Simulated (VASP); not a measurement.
# TiB2N3 (P4mm) in VASP: further runs, part 2 of 2

VASP 6.6.1. The steps go on from the part before.

### Step 4. Single point, PBE, collinear spin, ferromagnetic start

This run uses another cell than the first one, of 8.38 Å³/atom, 0.995 times its volume.

The input, INCAR:

```
PREC = Accurate ; ENCUT = 520
EDIFF = 1E-7 ; ISMEAR = 0
SIGMA = 0.1 ; LREAL = False
LASPH = True ; NELM = 150
ALGO = Normal ; ISIF = 2
LWAVE = False ; LCHARG = False
ISPIN = 2 ; MAGMOM = 1 0 0 0 0 0
LORBIT = 11 ; LMAXMIX = 4
GGA = PE ; NBANDS = 30
```

The input, KPOINTS:

```
regular mesh
0
Gamma
  4 4 6
```

The input, POSCAR:

```
TiB2N3
1.0
    3.2274011381      0.0000000000      0.0000000000
    0.0000000000      3.2274011381      0.0000000000
    0.0000000000      0.0000000000      4.8255867120
Ti B N
1 2 3
Direct
    0.0000000000      0.0000000000      0.1129385973
    0.0000000000      0.0000000000      0.6494344014
    0.5000000000      0.5000000000      0.3217921167
    0.5000000000      0.0000000000      0.7584029285
    0.0000000000      0.5000000000      0.7584029285
    0.5000000000      0.5000000000      0.6401487376
```

Potentials or basis: VASP PAW PBE potentials, release 64 (Ti_sv, B, N).

Run with:

```
cat potpaw_PBE.64/Ti_sv/POTCAR potpaw_PBE.64/B/POTCAR potpaw_PBE.64/N/POTCAR > POTCAR
mpirun -np 1 vasp_std > vasp.out
```

OUTCAR:

```text
PREC = Accurate
   ENCUT = 520
   EDIFF = 1E-7
   ISMEAR = 0
   LREAL = False
   LASPH = True
   NELM = 150
   ISIF = 2
   ISPIN = 2
   LORBIT = 11
   GGA = PE

 ion  position               nearest neighbor table
   1  0.000  0.000  0.113-   2 2.24   3 2.49   3 2.49   3 2.49   3 2.49
   2  0.000  0.000  0.649-   4 1.70   5 1.70   5 1.70   4 1.70   1 2.24
   3  0.500  0.500  0.322-   6 1.54   1 2.49   1 2.49   1 2.49   1 2.49
   4  0.500  0.000  0.758-   2 1.70   2 1.70   6 1.71   6 1.71
   5  0.000  0.500  0.758-   2 1.70   2 1.70   6 1.71   6 1.71
   6  0.500  0.500  0.640-   3 1.54   4 1.71   5 1.71   4 1.71   5 1.71

  LATTYP: Found a simple tetragonal cell.
 ALAT       =     3.2274011381
 C/A-ratio  =     1.4951927280

[... 1725 lines left out ...]
      0.00000      0.00000      0.54499        -0.000000     -0.000000      0.029073
      0.00000      0.00000      3.13390        -0.000000     -0.000000      0.009565
      1.61370      1.61370      1.55284        -0.000000      0.000000     -0.032624
      1.61370      0.00000      3.65974        -0.000000     -0.000000      0.004436
      0.00000      1.61370      3.65974         0.000000      0.000000      0.004436
      1.61370      1.61370      3.08909        -0.000000     -0.000000     -0.014885
 -----------------------------------------------------------------------------------
    total drift:                                0.000000      0.000000      0.000281

  FREE ENERGIE OF THE ION-ELECTRON SYSTEM (eV)
  ---------------------------------------------------
  free  energy   TOTEN  =       -39.7657041620 eV

  energy  without entropy=      -39.7546314716  energy(sigma->0) =      -39.76016782

 total charge

# of ion       s       p       d       tot
------------------------------------------
    1        2.169   6.149   1.840  10.158
    2        0.666   1.098   0.000   1.764
    3        0.720   1.015   0.000   1.734
    4        1.298   2.363   0.000   3.661
    5        1.298   2.363   0.000   3.661
    6        1.321   2.282   0.000   3.603
--------------------------------------------------
tot          7.473  15.268   1.840  24.581

 magnetization (x)

# of ion       s       p       d       tot
------------------------------------------
    1        0.000   0.000   0.000   0.000
    2        0.000   0.000   0.000   0.000
    3       -0.000  -0.000   0.000  -0.000
    4       -0.000  -0.000   0.000  -0.000
    5       -0.000  -0.000   0.000  -0.000
    6        0.000   0.000   0.000   0.000
--------------------------------------------------
tot          0.000  -0.000   0.000   0.000
```

OSZICAR:

```text
N       E                     dE             d eps       ncg     rms          rms(c)
DAV:   1     0.282261808142E+03    0.28226E+03   -0.14744E+04  2888   0.119E+03
DAV:   2    -0.139108761370E+02   -0.29617E+03   -0.27180E+03  3064   0.343E+02
DAV:   3    -0.430456191957E+02   -0.29135E+02   -0.28148E+02  4430   0.100E+02
DAV:   4    -0.442476901220E+02   -0.12021E+01   -0.11920E+01  3708   0.180E+01
DAV:   5    -0.442704959025E+02   -0.22806E-01   -0.22794E-01  3756   0.230E+00    0.159E+01
DAV:   6    -0.413566783016E+02    0.29138E+01   -0.18148E+01  3684   0.349E+01    0.108E+01
DAV:   7    -0.400475184030E+02    0.13092E+01   -0.67024E+00  3282   0.247E+01    0.549E+00
DAV:   8    -0.397819957607E+02    0.26552E+00   -0.72066E-01  3354   0.642E+00    0.239E+00
DAV:   9    -0.397974810919E+02   -0.15485E-01   -0.12431E-01  4240   0.283E+00    0.152E+00
DAV:  10    -0.397679513546E+02    0.29530E-01   -0.33692E-02  3748   0.177E+00    0.480E-01
DAV:  11    -0.397659909371E+02    0.19604E-02   -0.12396E-02  3640   0.822E-01    0.214E-01
DAV:  12    -0.397657952136E+02    0.19572E-03   -0.17846E-03  3566   0.363E-01    0.130E-01
DAV:  13    -0.397657240998E+02    0.71114E-04   -0.19780E-04  3506   0.113E-01    0.571E-02
DAV:  14    -0.397657073823E+02    0.16718E-04   -0.74318E-05  4028   0.685E-02    0.204E-02
DAV:  15    -0.397657036129E+02    0.37694E-05   -0.92836E-06  3404   0.272E-02    0.775E-03
DAV:  16    -0.397657039371E+02   -0.32427E-06   -0.15424E-06  3614   0.770E-03    0.286E-03
DAV:  17    -0.397657041335E+02   -0.19638E-06   -0.17843E-07  2664   0.317E-03    0.113E-03
DAV:  18    -0.397657041620E+02   -0.28503E-07   -0.42407E-08  1976   0.185E-03
   1 F= -.39765704E+02 E0= -.39760168E+02  d E =-.110727E-01  mag=     0.0000
```

stdout:

```text
POSCAR found type information on POSCAR TiB N
 POSCAR found :  3 types and       6 ions
 scaLAPACK will be used
 LDA part: xc-table for (Slater+PW92), standard interpolation
 POSCAR, INCAR and KPOINTS ok, starting setup
 FFT: planning ... GRIDC
 FFT: planning ... GRID_SOFT
 FFT: planning ... GRID
 WAVECAR not read
 entering main loop
```

It took 55 s on 1 thread of Intel Xeon Platinum 8375C at 2.90GHz (Ice Lake), shared host; peak memory 0.2 GiB.

What came out:

```yaml
Free_energy: -39.7657 eV
Pressure: -0.1 GPa
Largest_force: 0.033 eV/Å
Net_moment: 0.00 μB per cell
Valence_electrons_inside_the_program's_atomic_spheres: Ti 10.16; B 1.76, 1.73; N 3.66, 3.60
```

Forces on the atoms (eV/Å):
```
Ti   0.000  0.000  0.029
B    0.000  0.000  0.010
B    0.000  0.000 -0.033
N    0.000  0.000  0.004
N    0.000  0.000  0.004
N    0.000  0.000 -0.015
```

Levels at points of the mesh, in eV from the Fermi level:
Spin up:
```csv
k point,band 12,band 13,band 14,band 15,band 16,band 17,band 18,band 19,band 20,band 21
"(0.00, 0.00, 0.00)",-3.89,-3.89,-2.75,-2.64,0.43,0.43,0.60,1.05,2.00,3.59
"(0.50, 0.00, 0.00)",-6.20,-4.46,-2.91,-2.67,0.30,0.49,1.60,1.81,2.27,2.89
"(0.50, 0.50, 0.00)",-3.92,-1.07,-1.07,-0.78,-0.03,0.40,1.58,1.58,2.13,2.96
"(0.00, 0.00, 0.50)",-3.87,-3.87,-3.54,-2.96,-1.05,1.05,1.05,1.61,2.01,2.45
"(0.50, 0.00, 0.50)",-6.07,-3.65,-2.80,-0.83,-0.54,-0.26,1.41,1.49,2.10,2.62
"(0.50, 0.50, 0.50)",-3.01,-2.26,-1.30,-1.30,-0.02,0.40,1.71,1.71,2.93,3.06
```
Spin down:
```csv
k point,band 14,band 15,band 16,band 17,band 18,band 19
"(0.00, 0.00, 0.00)",-2.75,-2.64,0.43,0.43,0.60,1.05
"(0.50, 0.00, 0.00)",-2.91,-2.67,0.30,0.49,1.60,1.81
"(0.50, 0.50, 0.00)",-1.07,-0.78,-0.03,0.40,1.58,1.58
"(0.00, 0.00, 0.50)",-3.54,-2.96,-1.05,1.05,1.05,1.61
"(0.50, 0.00, 0.50)",-2.80,-0.83,-0.54,-0.26,1.41,1.49
"(0.50, 0.50, 0.50)",-1.30,-1.30,-0.02,0.40,1.71,1.71
```

Caveat: the k points lie up to 0.49 Å⁻¹ apart.

### Step 5. The runs side by side

| task | spin | cell | k mesh | cutoff (eV) | gap on the mesh (eV) | pressure (GPa) | largest force (eV/Å) |
| --- | --- | --- | --- | --- | --- | --- | --- |
| single point | off | a = 3.255, b = 3.255, c = 4.771 Å, 6 atoms | 6 × 6 × 4 | 520 | none | 0.1 | 0.04 |
| relaxation of cell and atoms | off | relaxed from a = 3.227, b = 3.227, c = 4.826 Å, 6 atoms | 6 × 6 × 4 | 600 | none | -0.1 | 0.03 |
| single point | collinear, ferromagnetic start | a = 3.227, b = 3.227, c = 4.826 Å, 6 atoms | 4 × 4 × 6 | 520 | none | -0.1 | 0.03 |

Alike in all rows: level PBE; potentials or basis VASP PAW PBE potentials, release 64 (Ti_sv, B, N); smearing gaussian 0.1 eV.

Caveats: some runs use coarse meshes.

Absolute energies hang on the potentials; compare differences alone.
